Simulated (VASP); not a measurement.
Wanted: the native input for a VASP 6.6.1 run.

- Task: single point
- Functional: HSE06
- Potentials or basis: VASP PAW PBE potentials, release 64 (Sr_sv, Cl)
- Cutoff: 520 eV
- k mesh: 4 × 4 × 4
- Occupations: gaussian, width 0.01 eV
- Spin: no spin polarisation
- Dipole correction: no
- Grid for exact exchange (PRECFOCK): Normal
- Further INCAR settings: ALGO = Normal; EDIFF = 1e-07; NBANDS = 19
- Share of exact exchange: 0.25
- Screening parameter: 0.2079 1/Å

Crystal: SrCl2.

```xyz
3
Lattice="0.0000 3.5931 3.5931 3.5931 0.0000 3.5931 3.5931 3.5931 0.0000" Properties=species:S:1:pos:R:3 pbc="T T T"
Sr    0.0000    0.0000    0.0000
Cl    1.7966    1.7966    1.7966
Cl    5.3897    5.3897    5.3897
```

This cell differs from its parent crystal: strain +2.7%.

One way to write it, as run:

POSCAR

```
SrCl2
1.0
    0.0000000000      3.5931368120      3.5931368120
    3.5931368120      0.0000000000      3.5931368120
    3.5931368120      3.5931368120      0.0000000000
Sr Cl
1 2
Direct
    0.0000000000      0.0000000000      0.0000000000
    0.2500000000      0.2500000000      0.2500000000
    0.7500000000      0.7500000000      0.7500000000
```

INCAR.step1

```
SYSTEM = SrCl2
PREC = Accurate ; ENCUT = 520
EDIFF = 1E-5 ; ISMEAR = 0
SIGMA = 0.01 ; LREAL = .FALSE.
LASPH = .TRUE. ; NELM = 100
ALGO = Normal ; ISIF = 2
LWAVE = .TRUE. ; LCHARG = .FALSE.
NBANDS = 19 ; GGA = PE
```

INCAR.step2

```
SYSTEM = SrCl2
PREC = Accurate ; ENCUT = 520
EDIFF = 1E-7 ; ISMEAR = 0
SIGMA = 0.01 ; LREAL = .FALSE.
LASPH = .TRUE. ; NELM = 100
ALGO = Normal ; ISIF = 2
LWAVE = .FALSE. ; LCHARG = .FALSE.
GGA = PE ; LHFCALC = .TRUE.
HFSCREEN = 0.2079 ; PRECFOCK = Normal
NBANDS = 19 ; ISTART = 1
```

KPOINTS

```
regular mesh
0
G
  4 4 4
  0 0 0
```

Potentials or basis: VASP PAW PBE potentials, release 64 (Sr_sv, Cl).

The run is started by

```sh
$ cat potpaw_PBE.64/Sr_sv/POTCAR potpaw_PBE.64/Cl/POTCAR > POTCAR
$ cp INCAR.step1 INCAR
$ mpirun -np 1 vasp_std > vasp.out
$ cp INCAR.step2 INCAR
$ mpirun -np 1 vasp_std > vasp.out
```

It gave:

```
Pressure               : -2.2 GPa
Band gap on the k mesh : 6.27 eV (least direct gap 6.60 eV)
```

Caveat: the cell differs from its parent crystal (strain +2.7%); the PAW data sets were made with another functional, which shifts forces and pressure a little.

Run time: 33 min on 1 thread of AMD EPYC 7R43 64-Core Processor (Zen 3), on a shared host, peak memory 0.31 GiB.
